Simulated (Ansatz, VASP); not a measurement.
One calculation of Hg, two programs

INCAR

```
SYSTEM = Hg
PREC = Accurate ; ENCUT = 550
EDIFF = 1E-7 ; ISMEAR = -1
SIGMA = 0.05 ; LREAL = .False.
LASPH = .True. ; NELM = 120
ALGO = Normal ; ISIF = 3
LWAVE = .False. ; LCHARG = .False.
IBRION = 2 ; NSW = 60
EDIFFG = -0.005 ; GGA_COMPAT = .False.
NELMIN = 4
```

The input KPOINTS:

```
regular mesh
0
Gamma
  16 16 16
  0 0 0
```

POSCAR

```
Hg
1.0
   -1.7834648247      1.7834648247      1.7834648247
    1.7834648247     -1.7834648247      1.7834648247
    1.7834648247      1.7834648247     -1.7834648247
Hg
1
Direct
    0.0000000000      0.0000000000      0.0000000000
```

Input for Ansatz:

```yaml
crystal:
  lattice:
    - [-1.7834648247, 1.7834648247, 1.7834648247]
    - [1.7834648247, -1.7834648247, 1.7834648247]
    - [1.7834648247, 1.7834648247, -1.7834648247]
  atoms:
    - { symbol: Hg, position: [0.0, 0.0, 0.0] }
kpoints:
  mp_grid: { grid: [16, 16, 16] }
scf:
  occupations: { method: fermi_dirac, width: 0.05 }
hamiltonian:
  xc: lda
  pseudopotentials: { kind: paw }
output:
  forces: true
  stress: true
relax:
  f_tol: 0.005
  max_steps: 40
  cell: {}
```

Alike in both runs: task relaxation of cell and atoms; functional LDA; k mesh 16 × 16 × 16; occupations fermi-dirac, width 0.05 eV; no spin polarisation.

|  | VASP | Ansatz |
| --- | --- | --- |
| version | VASP 6.6.1 | Ansatz 0.2.0 |
| potentials or method | VASP PAW LDA potentials, release 64 (Hg_sv_GW) | PAW with Ansatz's default frozen-core files, scalar-relativistic |
| plane-wave cutoff (eV) | 550 | 420 |
| valence electrons in the cell | 20 | 20 |

|  | VASP | Ansatz | Ansatz less VASP |
| --- | --- | --- | --- |
| relaxed volume (Å³/atom) | 22.55 | 22.58 | +0.025 |
| relaxed length of the cell vector where the two differ most in proportion (Å) | 3.083 | 3.084 | +0.0011 |

LDA's correlation is that of Perdew and Zunger in VASP and of Perdew and Wang (1992) in Ansatz.

Spin-orbit coupling is off throughout.
